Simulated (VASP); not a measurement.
**TlS3H3: single point with PBE**

The system is TlS3H3, in a box.

```
CELL_PARAMETERS angstrom
14.00000 0.00000 0.00000
0.00000 10.45000 0.00000
0.00000 0.00000 13.29000
ATOMIC_POSITIONS crystal
Tl 0.49475 0.49144 0.50587
S 0.40269 0.54428 0.66139
S 0.41345 0.47534 0.33860
S 0.66975 0.45292 0.52016
H 0.32143 0.56902 0.60899
H 0.32574 0.49521 0.37942
H 0.67872 0.43062 0.41995
```

| Quantity | Value |
| --- | --- |
| Program | VASP 6.6.1 |
| Task | single point |
| Functional | PBE |
| Potentials or basis | VASP PAW PBE potentials, release 64 (Tl_d, S, H) |
| Cutoff | 520 eV |
| k mesh | 1 × 1 × 1 |
| Occupations | gaussian, width 0.01 eV |
| Spin | non-collinear spin, zero start, spin-orbit coupling |
| Starting moments | [[0.0, 0.0, 0.0], [0.0, 0.0, 0.0], [0.0, 0.0, 0.0], [0.0, 0.0, 0.0], [0.0, 0.0, 0.0], [0.0, 0.0, 0.0], [0.0, 0.0, 0.0]] μB |

```
Largest force                                         : 0.338 eV/Å
Net moment                                            : 0.00 μB per cell
Valence electrons inside the program's atomic spheres : Tl 11.23; S 3.70; H 0.59
```

Forces on the atoms (eV/Å):
```
Tl  -0.048 -0.001 -0.008
S    0.031 -0.021 -0.328
S    0.001  0.046  0.335
S   -0.289  0.028 -0.170
H    0.168 -0.058  0.069
H    0.173 -0.021 -0.053
H   -0.037  0.026  0.156
```

Moments on the atoms (μB; x, y, z):
```
Tl  0.00 0.00 0.00
S   0.00 0.00 0.00
S   0.00 0.00 0.00
S   0.00 0.00 0.00
H   0.00 0.00 0.00
H   0.00 0.00 0.00
H   0.00 0.00 0.00
```

Run time: 22 min on 1 thread of Intel(R) Xeon(R) Platinum 8488C (Sapphire Rapids), with other jobs on the host, peak memory 4.6 GiB.
